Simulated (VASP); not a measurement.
Runs of VASP 6.6.1 on BaTiO3. The structure is that of space group Pm-3m (No. 221), or close to it. The cells are those of the table. 

```tsv
task	cell	gap on the mesh (eV)	pressure (GPa)
single point	a = 4.026, b = 4.026, c = 4.045 Å, 5 atoms	1.76	0.1
single point	a = 3.960, b = 3.960, c = 4.018 Å, 5 atoms	(b)	7.2
single point	a = 4.000, b = 4.000, c = 4.018 Å, 5 atoms	1.80	3.4
single point	a = 3.920, b = 3.920, c = 4.018 Å, 5 atoms	(c)	11.4
single point	a = 3.986, b = 3.986, c = 4.005 Å, 5 atoms	1.82	(a)
single point	a = 3.946, b = 3.946, c = 3.964 Å, 5 atoms	1.88	11.4
electric field gradients	a = 4.000, b = 4.000, c = 4.018 Å, 5 atoms	1.80	3.4
single point	a = 4.040, b = 4.040, c = 4.018 Å, 5 atoms	1.75	0.1
```

Alike in all rows: level PBE; potentials or basis VASP PAW PBE potentials, release 64 (Ba_sv, Ti_sv, O); no spin polarisation; k mesh 7 × 7 × 7; cutoff (eV) 520; smearing fermi-dirac 0.03 eV.

Question: Fill in the values left out.

Answer: (a) 5.3; (b) 1.83; (c) 1.86.

Caveats: spin-orbit coupling is left out, which moves the levels of the heavy elements.

A k mesh can miss the band edges, and the runs leave out spin-orbit coupling on Ba.
